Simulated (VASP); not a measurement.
# CuO (Fm-3m) in VASP: notebook

The runs below take CuO through single point, with PBE, r2SCAN.

Everything below comes from runs of VASP 6.6.1. Logs are shortened: lines on timing, memory, paths and dates and some standing lists are left out, and cuts for length are marked.

### 1 The cell of the first run

The structure is cubic, space group Fm-3m (No. 225). The conventional cell has a = 4.435 Å, b = 4.435 Å, c = 4.435 Å, α = 90.00°, β = 90.00°, γ = 90.00°. Within 2.9 Å of Cu (site symmetry m-3m) lie 6 O at 2.22 Å. Within 2.9 Å of O (site symmetry m-3m) lie 6 Cu at 2.22 Å.

### 2 Single point, PBE, collinear spin, ferromagnetic start

INCAR

```
PREC     = Accurate       # precision mode
ENCUT    = 520            # plane-wave cutoff, eV
EDIFF    = 1E-7           # SCF threshold, eV
ISMEAR   = 0              # smearing method
SIGMA    = 0.1            # smearing width, eV
LREAL    = F              # projectors in reciprocal space
LASPH    = T              # aspherical terms in the spheres
NELM     = 150            # most SCF steps
ALGO     = Normal         # electronic algorithm
ISIF     = 2              # what is computed and relaxed
LWAVE    = F              # write WAVECAR
LCHARG   = T              # write CHGCAR
ISPIN    = 2              # spin polarisation
MAGMOM   = 0.46 0.25      # initial moments
LORBIT   = 11             # projections on sites
LMAXMIX  = 4              # l up to which the mixer works
GGA      = PE             # functional
LELF     = T              # ELF
LVHAR    = T            
NBANDS   = 20             # bands
```

KPOINTS

```
regular mesh
0
Gamma
  6 6 6
```

POSCAR

```
CuO
1.0
    0.0000000000      2.2174978007      2.2174978007
    2.2174978007      0.0000000000      2.2174978007
    2.2174978007      2.2174978007      0.0000000000
Cu O
1 1
Direct
    0.0000000000      0.0000000000      0.0000000000
    0.5000000000      0.5000000000      0.5000000000
```

Potentials or basis: VASP PAW PBE potentials, release 64 (Cu, O).

Launch:

```sh
$ cat potpaw_PBE.64/Cu/POTCAR potpaw_PBE.64/O/POTCAR > POTCAR
$ mpirun -np 1 vasp_std > vasp.out
```

OUTCAR:

```text
PREC = Accurate
   ENCUT = 520
   EDIFF = 1E-7
   ISMEAR = 0
   LREAL = F
   LASPH = T
   NELM = 150
   ISIF = 2
   ISPIN = 2
   LORBIT = 11
   GGA = PE

 ion  position               nearest neighbor table
   1  0.000  0.000  0.000-   2 2.22   2 2.22   2 2.22   2 2.22   2 2.22   2 2.22
   2  0.500  0.500  0.500-   1 2.22   1 2.22   1 2.22   1 2.22   1 2.22   1 2.22

  LATTYP: Found a face centered cubic cell.
 ALAT       =     4.4349956014

  Lattice vectors:

 A1 = (   0.0000000000,   2.2174978007,   2.2174978007)
 A2 = (   2.2174978007,   0.0000000000,   2.2174978007)
 A3 = (   2.2174978007,   2.2174978007,   0.0000000000)

Analysis of symmetry for initial positions (statically):
=====================================================================
 Subroutine PRICEL returns:
 Original cell was already a primitive cell.

 Routine SETGRP: Setting up the symmetry group for a
 face centered cubic supercell.

 Subroutine GETGRP returns: Found 48 space group operations
 (whereof 48 operations were pure point group operations)
 out of a pool of 48 trial point group operations.

The static configuration has the point symmetry O_h .

Analysis of symmetry for dynamics (positions and initial velocities):
=====================================================================
 Subroutine PRICEL returns:
 Original cell was already a primitive cell.

 Routine SETGRP: Setting up the symmetry group for a
 face centered cubic supercell.

 Subroutine GETGRP returns: Found 48 space group operations
 (whereof 48 operations were pure point group operations)
 out of a pool of 48 trial point group operations.

The dynamic configuration has the point symmetry O_h .

Analysis of structural, dynamic, and magnetic symmetry:
=====================================================================
 Subroutine PRICEL returns:
 Original cell was already a primitive cell.

 Routine SETGRP: Setting up the symmetry group for a
 face centered cubic supercell.

 Subroutine GETGRP returns: Found 48 space group operations
 (whereof 48 operations were pure point group operations)
 out of a pool of 48 trial point group operations.

The overall configuration has the point symmetry O_h .

 Subroutine INISYM returns: Found 48 space group operations
 (whereof 48 operations are pure point group operations),
 and found     1 'primitive' translations

----------------------------------------------------------------------------------------

                                     Primitive cell

  volume of cell :      21.8082

  direct lattice vectors                    reciprocal lattice vectors
     0.000000000  2.217497801  2.217497801    -0.225479367  0.225479367  0.225479367
     2.217497801  0.000000000  2.217497801     0.225479367 -0.225479367  0.225479367
     2.217497801  2.217497801  0.000000000     0.225479367  0.225479367 -0.225479367

  length of vectors
     3.136015464  3.136015464  3.136015464     0.390541719  0.390541719  0.390541719

  position of ions in fractional coordinates (direct lattice)
     0.000000000  0.000000000  0.000000000
     0.500000000  0.500000000  0.500000000

  ion indices of the primitive-cell ions
   primitive index   ion index
                 1           1
                 2           2

----------------------------------------------------------------------------------------

 KPOINTS: regular mesh

Automatic generation of k-mesh.
 Grid dimensions read from file:
 generate k-points for:    6    6    6

 Generating k-lattice:

  Cartesian coordinates                     Fractional coordinates (reciprocal lattice)
    -0.037579894  0.037579894  0.037579894     0.166666667  0.000000000  0.000000000
     0.037579894 -0.037579894  0.037579894     0.000000000  0.166666667  0.000000000
     0.037579894  0.037579894 -0.037579894     0.000000000  0.000000000  0.166666667

  Length of vectors
     0.065090287  0.065090287  0.065090287

  Shift w.r.t. Gamma in fractional coordinates (k-lattice)
     0.000000000  0.000000000  0.000000000

 Subroutine IBZKPT returns following result:
 ===========================================

 Found     16 irreducible k-points:

 Following reciprocal coordinates:
            Coordinates               Weight
  0.000000  0.000000  0.000000      1.000000
  0.166667  0.000000  0.000000      8.000000
  0.333333  0.000000  0.000000      8.000000
  0.500000  0.000000  0.000000      4.000000
  0.166667  0.166667  0.000000      6.000000
  0.333333  0.166667  0.000000     24.000000
[... 8 lines left out ...]
 -0.333333  0.333333  0.166667     24.000000
 -0.333333  0.500000  0.166667     12.000000
   k-points           NKPTS =     16   k-points in BZ     NKDIM =     16   number of bands    NBANDS=     20
   number of dos      NEDOS =    301   number of ions     NIONS =      2
   total plane-waves  NPLWV =  13824
   dimension x,y,z NGX =    24 NGY =   24 NGZ =   24
   dimension x,y,z NGXF=    48 NGYF=   48 NGZF=   48
   ions per type =               1   1
   NGX,Y,Z   is equivalent  to a cutoff of  12.72, 12.72, 12.72 a.u.
   NGXF,Y,Z  is equivalent  to a cutoff of  25.45, 25.45, 25.45 a.u.
 SYSTEM =  unknown system
   PREC   = accura    normal or accurate (medium, high low for compatibility)
   ISTART =      0    job   : 0-new  1-cont  2-samecut
   ICHARG =      2    charge: 1-file 2-atom 10-const
   ISPIN  =      2    spin polarized calculation?
   LNONCOLLINEAR =      F non collinear calculations
   LSORBIT =      F    spin-orbit coupling
   LASPH  =      T    aspherical Exc in radial PAW
   ENCUT  =  520.0 eV  38.22 Ry    6.18 a.u.   5.83  5.83  5.83*2*pi/ulx,y,z
   NELM   =    150;   NELMIN=  2; NELMDL= -5     # of ELM steps
   EDIFF  = 0.1E-06   stopping-criterion for ELM
   LREAL  =      F    real-space projection
   EDIFFG = 0.1E-05   stopping-criterion for IOM
   NSW    =      0    number of steps for IOM
   IBRION =     -1    ionic relax: 0-MD 1-quasi-New 2-CG
   NFREE  =      0    steps in history (QN), initial steepest desc. (CG)
   ISIF   =      2    stress and relaxation
   ISYM   =      2    0-nonsym 1-usesym 2-fastsym
   POTIM  = 0.5000    time-step for ionic-motion
   TEBEG  =    0.0;   TEEND  =   0.0 temperature during run
   PSTRESS=    0.0 pullay stress
   NELECT =      17.0000    total number of electrons
   NUPDOWN=      -1.0000    fix difference up-down
   EMIN   =  10.00;   EMAX   =-10.00  energy-range for DOS
   EFERMI =   0.00;   METHOD = LEGACY
   ISMEAR =     0;   SIGMA  =   0.10  broadening in eV -4-tet -1-fermi 0-gaus
   EFERMI_NEDOS =   21; number of points for ismear=-14 and -15
   IALGO  =     38    algorithm
   IMIX   =      4    mixing-type and parameters
     AMIX     =   0.40;   BMIX     =  1.00
     AMIX_MAG =   1.60;   BMIX_MAG =  1.00
  volume/ion in A,a.u.               =      10.90        73.58
  Fermi-wavevector in a.u.,A,eV,Ry     =   1.506669  2.847192 30.885938  2.270052
  Thomas-Fermi vector in A             =   2.617356
   LORBIT       =     11    0 simple, 1 ext, 2 COOP (PROOUT), +10 PAW based schemes
   GGA     = PE    functional components
   LHFCALC =     F    Hartree Fock is set to
   AEXX    =    0.0000 exact exchange contribution
   IVDW    =     0    specifies the selected vdW correction
   LEPSILON=     F    determine dielectric tensor
   LRPA    =     F    only Hartree local field effects (RPA)
 spin polarized calculation
 Gauss-broadening in eV      SIGMA  =   0.10
  energy-cutoff  :      520.00
  volume of cell :       21.81
 maximum number of plane-waves:       598
   NGX = 11   NGY = 11   NGZ = 11

 number of electron      16.9999986 magnetization       0.6762933

 Free energy of the ion-electron system (eV)
  ---------------------------------------------------
  ext. energy  EPLUGINS =         0.00000000
  ---------------------------------------------------
  free energy    TOTEN  =        -9.37365753 eV

  energy without entropy =       -9.36795766  energy(sigma->0) =       -9.37080759

 E-fermi :   4.4110     XC(G=0): -11.6272

 val. band max:        4.3293904863   @ k =   0.3333   0.0000   0.0000
 cond. band min:       4.4287760110   @ k =   0.3333   0.1667   0.0000
 fundamental gap:      0.0993855248
 Fermi energy:         4.4110186450

 spin component 1

 k-point     1 :       0.0000    0.0000    0.0000
  band No.  band energies     occupation
      1     -14.1190      1.00000
      2       2.1263      1.00000
      3       2.1263      1.00000
      4       2.1706      1.00000
      5       2.1706      1.00000
      6       2.1706      1.00000
[... 12 lines left out ...]
     19      28.3561      0.00000
     20      35.2367      0.00000
[... 323 lines left out ...]
 k-point    16 :      -0.3333    0.5000    0.1667
  band No.  band energies     occupation
      1     -13.0582      1.00000
      2      -0.4935      1.00000
      3       0.2007      1.00000
      4       0.3292      1.00000
      5       2.4783      1.00000
      6       2.5240      1.00000
[... 12 lines left out ...]
     19      36.8404      0.00000
     20      38.1444      0.00000
 Fermi energy:         4.4110186450

 spin component 2

 k-point     1 :       0.0000    0.0000    0.0000
  band No.  band energies     occupation
      1     -13.7337      1.00000
      2       2.4161      1.00000
      3       2.4161      1.00000
      4       2.4162      1.00000
      5       2.8316      1.00000
      6       2.8316      1.00000
[... 12 lines left out ...]
     19      28.4990      0.00000
     20      35.3386      0.00000
[... 323 lines left out ...]
 k-point    16 :      -0.3333    0.5000    0.1667
  band No.  band energies     occupation
      1     -12.6173      1.00000
      2      -0.2182      1.00000
      3       0.6222      1.00000
      4       0.6273      1.00000
      5       2.7689      1.00000
      6       3.0354      1.00000
[... 12 lines left out ...]
     19      36.8761      0.00000
     20      38.1871      0.00000

------------------------ aborting loop because EDIFF is reached ----------------------------------------

  FORCE on cell =-STRESS in cart. coord.  units (eV):
  Direction    XX          YY          ZZ          XY          YZ          ZX
  --------------------------------------------------------------------------------------
  -------------------------------------------------------------------------------------
  Total       -2.2269704     -2.2269704     -2.2269704      0.0000000      0.0000000     -0.0000000
  in kB     -163.6083379   -163.6083379   -163.6083379      0.0000000      0.0000000     -0.0000000
  external PRESSURE =    -163.6083379 kB  Pullay stress =       0.0000000 kB

 VOLUME and BASIS-vectors are now :
 -----------------------------------------------------------------------------
  energy-cutoff  :      520.00
  volume of cell :       21.81
      direct lattice vectors                 reciprocal lattice vectors
     0.000000000  2.217497801  2.217497801    -0.225479367  0.225479367  0.225479367
     2.217497801  0.000000000  2.217497801     0.225479367 -0.225479367  0.225479367
     2.217497801  2.217497801  0.000000000     0.225479367  0.225479367 -0.225479367

 POSITION                                       TOTAL-FORCE (eV/Angst)
 -----------------------------------------------------------------------------------
      0.00000      0.00000      0.00000         0.000000      0.000000      0.000000
      2.21750      2.21750      2.21750         0.000000     -0.000000     -0.000000
 -----------------------------------------------------------------------------------
    total drift:                                0.000000     -0.000000     -0.000000

  FREE ENERGIE OF THE ION-ELECTRON SYSTEM (eV)
  ---------------------------------------------------
  free  energy   TOTEN  =        -9.3736575253 eV

  energy  without entropy=       -9.3679576611  energy(sigma->0) =       -9.37080759

 total charge

# of ion       s       p       d       tot
------------------------------------------
    1        0.275   0.246   9.119   9.641
    2        1.577   3.290   0.000   4.867
--------------------------------------------------
tot          1.852   3.536   9.119  14.508

 magnetization (x)

# of ion       s       p       d       tot
------------------------------------------
    1       -0.004   0.003   0.412   0.410
    2        0.006   0.234   0.000   0.240
--------------------------------------------------
tot          0.001   0.236   0.412   0.650
```

It took 14 s on 1 thread of Intel Xeon Platinum 8375C at 2.90GHz (Ice Lake), shared host; peak memory 0.15 GiB.

What came out:

```yaml
Free_energy: -9.3737 eV
Pressure: -16.4 GPa
Net_moment: 0.68 μB per cell
Site_moments: Cu +0.41; O +0.24 μB
Valence_electrons_inside_the_program's_atomic_spheres: Cu 9.64; O 4.87
```

Caveat: the k points lie up to 0.41 Å⁻¹ apart; a cell with one magnetic atom can't hold antiferromagnetic order, which such compounds often take; semilocal functionals often make such compounds metallic where correlation or magnetic order opens a gap, which also shifts bond lengths. With open d or f shells a metallic result of PBE can be an artefact of self-interaction; +U or a hybrid may open a gap.

### 3 Single point, r2SCAN, collinear spin, ferromagnetic start

This run uses another cell than the first one, of 9.48 Å³/atom, 0.870 times its volume.

POSCAR

```
CuO
1.0
    0.0000000000      2.1165600000      2.1165600000
    2.1165600000      0.0000000000      2.1165600000
    2.1165600000      2.1165600000      0.0000000000
Cu O
1 1
Direct
    0.7420000000      0.4360000000      0.7190000000
    1.2420000000      0.9360000000      1.2190000000
```

INCAR.step1

```
ALGO = Normal
EDIFF = 1E-4
ENCUT = 520
GGA = PE
ISMEAR = 1
ISPIN = 2
ISYM = 0
LASPH = T
LCHARG = F
LMAXMIX = 4
LREAL = F
LWAVE = T
MAGMOM = 0.46 0.25
NBANDS = 20
NELM = 150
PREC = Accurate
SIGMA = 0.1
```

INCAR.step2

```
ALGO = Normal
EDIFF = 1E-7
ENCUT = 520
ISIF = 2
ISMEAR = 1
ISPIN = 2
ISTART = 1
ISYM = 0
LASPH = T
LCHARG = T
LELF = T
LMAXMIX = 4
LMIXTAU = T
LORBIT = 11
LREAL = F
LVHAR = T
LWAVE = F
MAGMOM = 0.46 0.25
METAGGA = R2SCAN
NBANDS = 20
NELM = 150
PREC = Accurate
SIGMA = 0.1
```

KPOINTS

```
Automatic mesh
0
Gamma
  4 4 4
  0.5 0.5 0.5
```

Potentials or basis: VASP PAW PBE potentials, release 64 (Cu, O).

Launch:

```sh
$ cat potpaw_PBE.64/Cu/POTCAR potpaw_PBE.64/O/POTCAR > POTCAR
$ cp INCAR.step1 INCAR
$ mpirun -np 1 vasp_std > vasp.out
$ cp INCAR.step2 INCAR
$ mpirun -np 1 vasp_std > vasp.out
```

It took 3.6 min on 1 thread of Intel Xeon Platinum 8375C at 2.90GHz (Ice Lake), shared host; peak memory 0.21 GiB.

The run converged. Its results:

```
Free energy                                           : -17.9955 eV
Pressure                                              : -5.6 GPa
Net moment                                            : 0.25 μB per cell
Site moments                                          : Cu +0.16; O +0.09 μB
Valence electrons inside the program's atomic spheres : Cu 9.80; O 4.96
```

Stress tensor (GPa, compression positive):
```
-5.58 -0.01  0.07
-0.01 -5.59  0.01
 0.07  0.01 -5.58
```

Levels at points of the mesh, in eV from the Fermi level:
Spin up:
```tsv
k point	band 5	band 6	band 7	band 8	band 9	band 10	band 11	band 12	band 13	band 14
(0.12, 0.12, 0.12)	-2.64	-2.64	-2.35	-1.51	-1.51	2.84	15.68	18.61	18.61	20.54
```
Spin down:
| k point | band 5 | band 6 | band 7 | band 8 | band 9 | band 10 | band 11 | band 12 |
| --- | --- | --- | --- | --- | --- | --- | --- | --- |
| (0.12, 0.12, 0.12) | -2.51 | -2.51 | -2.23 | -1.16 | -1.16 | 2.94 | 15.71 | 18.65 |

Caveat: the k points lie up to 0.64 Å⁻¹ apart; the PAW data sets were made with another functional, which shifts forces and pressure a little; semilocal functionals often make such compounds metallic where correlation or magnetic order opens a gap, which also shifts bond lengths.
